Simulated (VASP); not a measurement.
# PtS2: single point with PBE+D3(BJ)

PtS2:

```
Pt S
1.0
     1.77172    1.02290    5.33630
    -1.77172    1.02290    5.33630
     0.00000   -2.04581    5.33630
Pt S
1 2
Direct
  0.00000 0.00000 0.00000
  0.74386 0.74386 0.74386
  0.25614 0.25614 0.25614
```

```
Program                : VASP 6.6.1
Task                   : single point
Functional             : PBE
Dispersion             : D3(BJ)
Potentials or basis    : VASP PAW PBE potentials, release 64 (Pt, S)
Cutoff                 : 520 eV
k mesh                 : 10 × 10 × 10
Occupations            : gaussian, width 0.01 eV
Spin                   : no spin polarisation
Dipole correction      : no
Further INCAR settings : ALGO = Normal; EDIFF = 1e-07; NBANDS = 18
```

```yaml
Pressure: -0.4 GPa
Largest_force: 0.040 eV/Å
Band_gap_on_the_k_mesh: 0.94 eV, indirect (least direct gap 1.13 eV)
Dispersion_energy_per_atom: -0.398 eV
```

Forces on the atoms (eV/Å):
```
Pt   0.000  0.000  0.000
S    0.000  0.000 -0.040
S    0.000  0.000  0.040
```

Stress tensor (GPa, compression positive):
```
-0.50  0.00  0.00
 0.00 -0.50  0.00
 0.00  0.00 -0.33
```

Levels at points of the mesh, in eV from the valence-band top:
```tsv
k point	band 9	band 10	band 11	band 12	band 13	band 14
(0.00, 0.00, 0.00)	-0.74	-0.74	-0.02	2.55	2.55	5.18
(0.50, 0.00, 0.00)	-2.44	-2.39	-2.20	1.94	2.15	5.98
(0.50, 0.50, 0.00)	-2.71	-2.31	-1.61	2.71	2.76	4.23
(0.50, 0.50, 0.50)	-1.06	-0.95	-0.95	2.75	2.75	5.76
```

Wall time 7.8 min on 1 thread of Intel(R) Xeon(R) Platinum 8259CL CPU @ 2.50GHz (Skylake/Cascade Lake), on a shared host, peak memory 0.38 GiB.

Caveat: spin-orbit coupling is left out, which moves the levels of the heavy elements. As with any semilocal functional, this PBE gap is likely too small.
